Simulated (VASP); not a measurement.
# WSe (F-43m) in VASP: settings compared

WSe is run at these levels: PBEsol, r2SCAN, PBEsol+U; tasks: single point, relaxation of cell and atoms.

All numbers are computed with VASP 6.6.1; they aren't measurements. Logs are shortened: lines on timing, memory, paths and dates and some standing lists are left out, and cuts for length are marked.

## Step 1: The cell of the first run

Symmetry: F-43m, No. 216, cubic system. The conventional cell has a = 5.593 Å, b = 5.593 Å, c = 5.593 Å, α = 90.00°, β = 90.00°, γ = 90.00°. Within 3.2 Å of W (site symmetry -43m) lie 4 Se at 2.42 Å. Se (site symmetry -43m) has 4 W at 2.42 Å within 3.2 Å.

## Step 2: Single point, PBEsol, collinear spin, ferromagnetic start

Contents of INCAR:

```
SYSTEM = WSe
PREC = Accurate
ENCUT = 520
EDIFF = 1E-6
ISMEAR = 0
SIGMA = 0.1
LREAL = .False.
LASPH = .True.
NELM = 150
ALGO = Normal
ISIF = 2
LWAVE = .False.
LCHARG = .False.
ISPIN = 2
MAGMOM = 0.12 0
LORBIT = 11
LMAXMIX = 4
GGA = PS
NBANDS = 21
```

Contents of KPOINTS:

```
regular mesh
0
Gamma
  6 6 6
  0 0 0
```

Contents of POSCAR:

```
WSe
1.0
    0.0000000000      2.7966156832      2.7966156832
    2.7966156832      0.0000000000      2.7966156832
    2.7966156832      2.7966156832      0.0000000000
W Se
1 1
Direct
    0.0000000000      0.0000000000      0.0000000000
    0.2500000000      0.2500000000      0.2500000000
```

Potentials or basis: VASP PAW PBE potentials, release 64 (W_sv, Se).

On the command line:

```
$ cat potpaw_PBE.64/W_sv/POTCAR potpaw_PBE.64/Se/POTCAR > POTCAR
$ mpirun -np 1 vasp_std > vasp.out
```

OUTCAR:

```text
SYSTEM = WSe
   PREC = Accurate
   ENCUT = 520
   EDIFF = 1E-6
   ISMEAR = 0
   LREAL = .False.
   LASPH = .True.
   NELM = 150
   ISIF = 2
   ISPIN = 2
   LORBIT = 11
   GGA = PS

 ion  position               nearest neighbor table
   1  0.000  0.000  0.000-   2 2.42   2 2.42   2 2.42   2 2.42
   2  0.250  0.250  0.250-   1 2.42   1 2.42   1 2.42   1 2.42

  LATTYP: Found a face centered cubic cell.
 ALAT       =     5.5932313664

  Lattice vectors:

 A1 = (   0.0000000000,   2.7966156832,   2.7966156832)
 A2 = (   2.7966156832,   0.0000000000,   2.7966156832)
 A3 = (   2.7966156832,   2.7966156832,   0.0000000000)

Analysis of symmetry for initial positions (statically):
=====================================================================
 Subroutine PRICEL returns:
 Original cell was already a primitive cell.

 Routine SETGRP: Setting up the symmetry group for a
 face centered cubic supercell.

 Subroutine GETGRP returns: Found 24 space group operations
 (whereof 24 operations were pure point group operations)
 out of a pool of 48 trial point group operations.

The static configuration has the point symmetry T_d .

Analysis of symmetry for dynamics (positions and initial velocities):
=====================================================================
 Subroutine PRICEL returns:
 Original cell was already a primitive cell.

 Routine SETGRP: Setting up the symmetry group for a
 face centered cubic supercell.

 Subroutine GETGRP returns: Found 24 space group operations
 (whereof 24 operations were pure point group operations)
 out of a pool of 48 trial point group operations.

The dynamic configuration has the point symmetry T_d .

Analysis of structural, dynamic, and magnetic symmetry:
=====================================================================
 Subroutine PRICEL returns:
 Original cell was already a primitive cell.

 Routine SETGRP: Setting up the symmetry group for a
 face centered cubic supercell.

 Subroutine GETGRP returns: Found 24 space group operations
 (whereof 24 operations were pure point group operations)
 out of a pool of 48 trial point group operations.

The overall configuration has the point symmetry T_d .

 Subroutine INISYM returns: Found 24 space group operations
 (whereof 24 operations are pure point group operations),
 and found     1 'primitive' translations

----------------------------------------------------------------------------------------

                                     Primitive cell

  volume of cell :      43.7450

  direct lattice vectors                    reciprocal lattice vectors
     0.000000000  2.796615683  2.796615683    -0.178787526  0.178787526  0.178787526
     2.796615683  0.000000000  2.796615683     0.178787526 -0.178787526  0.178787526
     2.796615683  2.796615683  0.000000000     0.178787526  0.178787526 -0.178787526

  length of vectors
     3.955011828  3.955011828  3.955011828     0.309669079  0.309669079  0.309669079

  position of ions in fractional coordinates (direct lattice)
     0.000000000  0.000000000  0.000000000
     0.250000000  0.250000000  0.250000000

  ion indices of the primitive-cell ions
   primitive index   ion index
                 1           1
                 2           2

----------------------------------------------------------------------------------------

 KPOINTS: regular mesh

Automatic generation of k-mesh.
 Grid dimensions read from file:
 generate k-points for:    6    6    6

 Generating k-lattice:

  Cartesian coordinates                     Fractional coordinates (reciprocal lattice)
    -0.029797921  0.029797921  0.029797921     0.166666667  0.000000000  0.000000000
     0.029797921 -0.029797921  0.029797921     0.000000000  0.166666667  0.000000000
     0.029797921  0.029797921 -0.029797921     0.000000000  0.000000000  0.166666667

  Length of vectors
     0.051611513  0.051611513  0.051611513

  Shift w.r.t. Gamma in fractional coordinates (k-lattice)
     0.000000000  0.000000000  0.000000000

 Subroutine IBZKPT returns following result:
 ===========================================

 Found     16 irreducible k-points:

 Following reciprocal coordinates:
            Coordinates               Weight
  0.000000  0.000000  0.000000      1.000000
  0.166667  0.000000  0.000000      8.000000
  0.333333  0.000000  0.000000      8.000000
  0.500000  0.000000  0.000000      4.000000
  0.166667  0.166667  0.000000      6.000000
  0.333333  0.166667  0.000000     24.000000
[... 8 lines left out ...]
 -0.333333  0.333333  0.166667     24.000000
 -0.333333  0.500000  0.166667     12.000000
   k-points           NKPTS =     16   k-points in BZ     NKDIM =     16   number of bands    NBANDS=     21
   number of dos      NEDOS =    301   number of ions     NIONS =      2
   total plane-waves  NPLWV =  27000
   dimension x,y,z NGX =    30 NGY =   30 NGZ =   30
   dimension x,y,z NGXF=    60 NGYF=   60 NGZF=   60
   ions per type =               1   1
   NGX,Y,Z   is equivalent  to a cutoff of  12.61, 12.61, 12.61 a.u.
   NGXF,Y,Z  is equivalent  to a cutoff of  25.22, 25.22, 25.22 a.u.
 SYSTEM =  WSe
   PREC   = accura    normal or accurate (medium, high low for compatibility)
   ISTART =      0    job   : 0-new  1-cont  2-samecut
   ICHARG =      2    charge: 1-file 2-atom 10-const
   ISPIN  =      2    spin polarized calculation?
   LNONCOLLINEAR =      F non collinear calculations
   LSORBIT =      F    spin-orbit coupling
   LASPH  =      T    aspherical Exc in radial PAW
   ENCUT  =  520.0 eV  38.22 Ry    6.18 a.u.   7.35  7.35  7.35*2*pi/ulx,y,z
   NELM   =    150;   NELMIN=  2; NELMDL= -5     # of ELM steps
   EDIFF  = 0.1E-05   stopping-criterion for ELM
   LREAL  =      F    real-space projection
[... 7 lines left out ...]
   TEBEG  =    0.0;   TEEND  =   0.0 temperature during run
   PSTRESS=    0.0 pullay stress
   NELECT =      20.0000    total number of electrons
   NUPDOWN=      -1.0000    fix difference up-down
   EMIN   =  10.00;   EMAX   =-10.00  energy-range for DOS
   EFERMI =   0.00;   METHOD = LEGACY
   ISMEAR =     0;   SIGMA  =   0.10  broadening in eV -4-tet -1-fermi 0-gaus
   EFERMI_NEDOS =   21; number of points for ismear=-14 and -15
   IALGO  =     38    algorithm
   IMIX   =      4    mixing-type and parameters
     AMIX     =   0.40;   BMIX     =  1.00
     AMIX_MAG =   1.60;   BMIX_MAG =  1.00
  volume/ion in A,a.u.               =      21.87       147.60
  Fermi-wavevector in a.u.,A,eV,Ry     =   1.261175  2.383275 21.640917  1.590563
  Thomas-Fermi vector in A             =   2.394647
   LORBIT       =     11    0 simple, 1 ext, 2 COOP (PROOUT), +10 PAW based schemes
   GGA     = PS    functional components
   LHFCALC =     F    Hartree Fock is set to
   AEXX    =    0.0000 exact exchange contribution
   IVDW    =     0    specifies the selected vdW correction
   LEPSILON=     F    determine dielectric tensor
   LRPA    =     F    only Hartree local field effects (RPA)
 spin polarized calculation
 Gauss-broadening in eV      SIGMA  =   0.10
  energy-cutoff  :      520.00
  volume of cell :       43.74
 maximum number of plane-waves:      1243
 NGX is ok and might be reduce to    30
   NGX = 15   NGY = 15   NGZ = 15

 number of electron      19.9999999 magnetization       0.1927502

 Free energy of the ion-electron system (eV)
  ---------------------------------------------------
  ext. energy  EPLUGINS =         0.00000000
  ---------------------------------------------------
  free energy    TOTEN  =       -15.58827429 eV

  energy without entropy =      -15.57541849  energy(sigma->0) =      -15.58184639

 E-fermi :   6.2240     XC(G=0): -10.8033

 val. band max:        6.1663861471   @ k =   0.5000   0.1667   0.0000
 cond. band min:       6.2309744640   @ k =   0.5000   0.0000   0.0000
 fundamental gap:      0.0645883169
 Fermi energy:         6.2239918971

 spin component 1

 k-point     1 :       0.0000    0.0000    0.0000
  band No.  band energies     occupation
      1     -67.7003      1.00000
      2     -31.9946      1.00000
      3     -31.9946      1.00000
      4     -31.9946      1.00000
      5      -9.1851      1.00000
      6       0.9021      1.00000
[... 13 lines left out ...]
     20      19.7217      0.00000
     21      19.7217      0.00000

 k-point     2 :       0.1667    0.0000    0.0000
  band No.  band energies     occupation
      1     -67.7000      1.00000
      2     -32.0083      1.00000
      3     -31.9967      1.00000
      4     -31.9967      1.00000
      5      -8.9830      1.00000
      6       0.4779      1.00000
[... 328 lines left out ...]
 k-point    16 :      -0.3333    0.5000    0.1667
  band No.  band energies     occupation
      1     -67.6987      1.00000
      2     -32.0440      1.00000
      3     -32.0200      1.00000
      4     -32.0142      1.00000
      5      -8.0405      1.00000
      6      -0.1759      1.00000
[... 13 lines left out ...]
     20      20.3802      0.00000
     21      21.1699      0.00000
 Fermi energy:         6.2239918971

 spin component 2

 k-point     1 :       0.0000    0.0000    0.0000
  band No.  band energies     occupation
      1     -67.6284      1.00000
      2     -31.8981      1.00000
      3     -31.8981      1.00000
      4     -31.8981      1.00000
      5      -9.1726      1.00000
      6       0.9394      1.00000
[... 13 lines left out ...]
     20      19.7501      0.00000
     21      19.7501      0.00000

 k-point     2 :       0.1667    0.0000    0.0000
  band No.  band energies     occupation
      1     -67.6281      1.00000
      2     -31.9118      1.00000
      3     -31.9001      1.00000
      4     -31.9001      1.00000
      5      -8.9715      1.00000
      6       0.5134      1.00000
[... 328 lines left out ...]
 k-point    16 :      -0.3333    0.5000    0.1667
  band No.  band energies     occupation
      1     -67.6268      1.00000
      2     -31.9477      1.00000
      3     -31.9236      1.00000
      4     -31.9177      1.00000
      5      -8.0350      1.00000
      6      -0.1302      1.00000
[... 13 lines left out ...]
     20      20.4151      0.00000
     21      21.2098      0.00000

------------------------ aborting loop because EDIFF is reached ----------------------------------------

  FORCE on cell =-STRESS in cart. coord.  units (eV):
  Direction    XX          YY          ZZ          XY          YZ          ZX
  --------------------------------------------------------------------------------------
  -------------------------------------------------------------------------------------
  Total       -0.0180437     -0.0180437     -0.0180437      0.0000000      0.0000000      0.0000000
  in kB       -0.6608575     -0.6608575     -0.6608575      0.0000000      0.0000000      0.0000000
  external PRESSURE =      -0.6608575 kB  Pullay stress =       0.0000000 kB

 VOLUME and BASIS-vectors are now :
 -----------------------------------------------------------------------------
  energy-cutoff  :      520.00
  volume of cell :       43.74
      direct lattice vectors                 reciprocal lattice vectors
     0.000000000  2.796615683  2.796615683    -0.178787526  0.178787526  0.178787526
     2.796615683  0.000000000  2.796615683     0.178787526 -0.178787526  0.178787526
     2.796615683  2.796615683  0.000000000     0.178787526  0.178787526 -0.178787526

 POSITION                                       TOTAL-FORCE (eV/Angst)
 -----------------------------------------------------------------------------------
      0.00000      0.00000      0.00000         0.000000      0.000000      0.000000
      1.39831      1.39831      1.39831        -0.000000     -0.000000     -0.000000
 -----------------------------------------------------------------------------------
    total drift:                                0.000000      0.000000      0.000000

  FREE ENERGIE OF THE ION-ELECTRON SYSTEM (eV)
  ---------------------------------------------------
  free  energy   TOTEN  =       -15.5882742934 eV

  energy  without entropy=      -15.5754184875  energy(sigma->0) =      -15.58184639

 total charge

# of ion       s       p       d       tot
------------------------------------------
    1        2.328   6.173   3.579  12.080
    2        1.418   2.430   0.182   4.030
--------------------------------------------------
tot          3.746   8.603   3.761  16.110

 magnetization (x)

# of ion       s       p       d       tot
------------------------------------------
    1        0.003   0.001   0.160   0.163
    2       -0.001  -0.007   0.004  -0.003
--------------------------------------------------
tot          0.002  -0.006   0.164   0.160
```

Run time: 16 s. Hardware: 1 thread of Intel Xeon 6975P-C (Granite Rapids), shared host; peak memory 0.19 GiB.

Results:

- Free energy: -15.5883 eV
- Pressure: -0.1 GPa
- Net moment: 0.19 μB per cell
- Site moments: W +0.16; Se -0.00 μB
- Valence electrons inside the program's atomic spheres: W 12.08; Se 4.03

Levels at points of the mesh, in eV from the Fermi level:
Spin up:
```tsv
k point	band 8	band 9	band 10	band 11	band 12	band 13
(0.00, 0.00, 0.00)	-5.32	-0.56	-0.56	0.56	4.86	4.86
(0.50, 0.00, 0.00)	-4.92	-0.19	-0.14	-0.14	2.45	2.45
(0.50, 0.50, 0.00)	-4.17	-1.80	-0.49	0.44	0.92	0.92
```
Spin down:
```
           k point  band 7  band 8  band 9  band 10  band 11  band 12  band 13  band 14
(0.00, 0.00, 0.00)   -5.28   -5.28   -0.40    -0.40     0.59     4.90     4.90     4.90
(0.50, 0.00, 0.00)   -4.87   -4.87   -0.12     0.01     0.01     2.50     2.50     3.25
(0.50, 0.50, 0.00)   -4.14   -4.14   -1.75    -0.36     0.62     1.00     1.00     6.82
```

Caveat: the PAW data sets were made with another functional, which shifts forces and pressure a little; spin-orbit coupling is left out, which moves the levels of the heavy elements.

## Step 3: Relaxation of cell and atoms, PBEsol, collinear spin, ferromagnetic start

This run uses another cell than the first one, of 19.21 Å³/atom, 0.878 times its volume.

Contents of INCAR:

```
ALGO = Normal
EDIFF = 1E-6
EDIFFG = -0.05
ENCUT = 600
GGA = PS
IBRION = 2
ISIF = 3
ISMEAR = 0
ISPIN = 2
LASPH = True
LCHARG = False
LMAXMIX = 4
LORBIT = 11
LREAL = False
LWAVE = False
MAGMOM = 0.12 0
NELM = 150
NSW = 100
PREC = Accurate
SIGMA = 0.1
```

Contents of KPOINTS:

```
k-points
0
Gamma
  6 6 6
```

Contents of POSCAR:

```
WSe
1.0
    0.0000000000      2.6782044124      2.6782044124
    2.6782044124      0.0000000000      2.6782044124
    2.6782044124      2.6782044124      0.0000000000
W Se
1 1
Direct
    0.0000000000      0.0000000000      0.0000000000
    0.2500000000      0.2500000000      0.2500000000
```

Potentials or basis: VASP PAW PBE potentials, release 64 (W_sv, Se).

On the command line:

```
$ cat potpaw_PBE.64/W_sv/POTCAR potpaw_PBE.64/Se/POTCAR > POTCAR
$ mpirun -np 1 vasp_std > vasp.out
```

It took 36 s on 1 thread of Intel Xeon 6975P-C (Granite Rapids), shared host; peak memory 0.2 GiB.

The run converged. Its results:

```yaml
Free_energy: -15.5872 eV
Relaxed_volume: 21.90 Å³/atom
Relaxed_cell: a = 3.956 Å, b = 3.956 Å, c = 3.956 Å, α = 60.00°, β = 60.00°, γ = 60.00°
Space_group_after_relaxing_to_0.05_Å: F-43m (No. 216)
Energy_gained_by_relaxing: 175.2 meV/atom
Ionic_steps: 4
Pressure_after_relaxing: -0.3 GPa
Band_gap_on_the_k_mesh: zero (filled and empty bands overlap)
Net_moment: 0.00 μB per cell
Valence_electrons_inside_the_program's_atomic_spheres: W 12.08; Se 4.03
```

The path:
| step | energy change (eV) | largest force (eV/Å) | pressure (GPa) | volume (Å³) |
| --- | --- | --- | --- | --- |
| 1 | 0.0000 | 0.0000 | 23.86 | 38.42 |
| 2 | 0.6528 | 0.0000 | -19.38 | 56.62 |
| 3 | -0.3483 | 0.0000 | -1.46 | 44.19 |
| 4 | -0.3504 | 0.0000 | -0.26 | 43.79 |

Final structure:
```cif
data_structure
_symmetry_space_group_name_H-M 'P 1'
_symmetry_Int_Tables_number 1
_cell_length_a 3.9564
_cell_length_b 3.9564
_cell_length_c 3.9564
_cell_angle_alpha 60.000
_cell_angle_beta 60.000
_cell_angle_gamma 60.000
_cell_volume 43.79
loop_
_atom_site_label
_atom_site_type_symbol
_atom_site_fract_x
_atom_site_fract_y
_atom_site_fract_z
_atom_site_occupancy
W1 W 0.00000 0.00000 0.00000 1
Se1 Se 0.25000 0.25000 0.25000 1
```

Levels at points of the mesh, in eV from the Fermi level:
Spin up:
```tsv
k point	band 6	band 7	band 8	band 9	band 10	band 11	band 12	band 13	band 14
(0.00, 0.00, 0.00)	-5.28	-5.28	-5.28	-0.46	-0.46	0.58	4.89	4.89	4.89
(0.50, 0.00, 0.00)	-6.35	-4.88	-4.88	-0.14	-0.05	-0.05	2.49	2.49	3.24
(0.50, 0.50, 0.00)	-6.87	-4.14	-4.14	-1.75	-0.41	0.54	0.97	0.97	6.80
```
Spin down:
| k point | band 8 | band 9 | band 10 | band 11 | band 12 | band 13 |
| --- | --- | --- | --- | --- | --- | --- |
| (0.00, 0.00, 0.00) | -5.28 | -0.46 | -0.46 | 0.58 | 4.89 | 4.89 |
| (0.50, 0.00, 0.00) | -4.88 | -0.14 | -0.05 | -0.05 | 2.49 | 2.49 |
| (0.50, 0.50, 0.00) | -4.14 | -1.75 | -0.41 | 0.54 | 0.97 | 0.97 |

Caveat: the PAW data sets were made with another functional, which shifts forces and pressure a little; spin-orbit coupling is left out, which moves the levels of the heavy elements.

(Continued in part 2 of 2.)
